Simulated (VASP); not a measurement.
A run of VASP 6.6.1 is set up as follows.

The input INCAR:

```
SYSTEM = SiB4Mo
  PREC = Accurate
  ENCUT = 520
  EDIFF = 1E-7
  ISMEAR = 0
  SIGMA = 0.1
  LREAL = .FALSE.
  LASPH = .TRUE.
  NELM = 100
  ALGO = Normal
  ISIF = 2
  LWAVE = .FALSE.
  LCHARG = .FALSE.
  GGA = PE
  NBANDS = 24
```

The input KPOINTS:

```
regular mesh
0
G
  4 4 6
  0 0 0
```

POSCAR

```
SiB4Mo
1.0
    2.0980623810     -4.0197035438      0.0000000000
    2.0980623810      4.0197035438      0.0000000000
    0.0000000000      0.0000000000      3.0148028797
Si B Mo
1 4 1
Direct
    0.0000000000      0.0000000000      0.5000000000
    0.1911038636      0.8088961364      0.0000000000
    0.8088961364      0.1911038636      0.0000000000
    0.0000000000      0.5000000000      0.5000000000
    0.5000000000      0.0000000000      0.5000000000
    0.5000000000      0.5000000000      0.0000000000
```

Potentials or basis: VASP PAW PBE potentials, release 64 (Si, B, Mo_sv).

Command:

```bash
$ cat potpaw_PBE.64/Si/POTCAR potpaw_PBE.64/B/POTCAR potpaw_PBE.64/Mo_sv/POTCAR > POTCAR
$ mpirun -np 1 vasp_std > vasp.out
```

Q: What does it give for the band gap on the k mesh?

A: Zero (bands 15 and 16 overlap by 2.39 eV).

Q: Predict the pressure.

A: -0.1 GPa.

Stress tensor (GPa, compression positive):
```
-0.25  0.00  0.00
 0.00  0.05  0.00
 0.00  0.00 -0.04
```

Caveat: the k points lie up to 0.42 Å⁻¹ apart, too coarse for converged energies and pressures of a metal.
